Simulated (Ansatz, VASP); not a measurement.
# AlCo in VASP and in Ansatz

```
Al Co
1.0
     2.94960    0.00000    0.00000
     0.00000    2.94960    0.00000
     0.00000    0.00000    2.82259
Al Co
1 1
Direct
  0.00000 0.00000 0.00000
  0.50000 0.50000 0.50000
```

Change from the starting cell: strain +0.0450 x Voigt [1, 1, 0, 0, 0, 0], atoms carried along.

Alike in both runs: task single point; functional PBEsol; k mesh 22 × 22 × 22; occupations gaussian, width 0.15 eV; no spin polarisation.

```csv
,VASP,Ansatz
version,VASP 6.6.1,Ansatz 0.2.0
potentials or method,"VASP PAW PBE potentials, release 64 (Al, Co), cutoff 520 eV","scalar-relativistic, plane waves, PAW"
valence electrons in the cell,12,20
```

```tsv
	VASP	Ansatz	Ansatz less VASP
gap on the k mesh at the Fermi level (eV)	none	none	-
pressure (GPa)	-13.8	-13.8	-0.04
traceless stress, the component that is largest in VASP (GPa)	4.60	4.59	-0.010
```

VASP's potentials were made for PBE, not for PBEsol. A gap of «none» marks a metal or a gap that the smearing closes. VASP's potentials hold 12 valence electrons a cell and Ansatz's 20, so a difference there can come from the potentials and not from the codes.
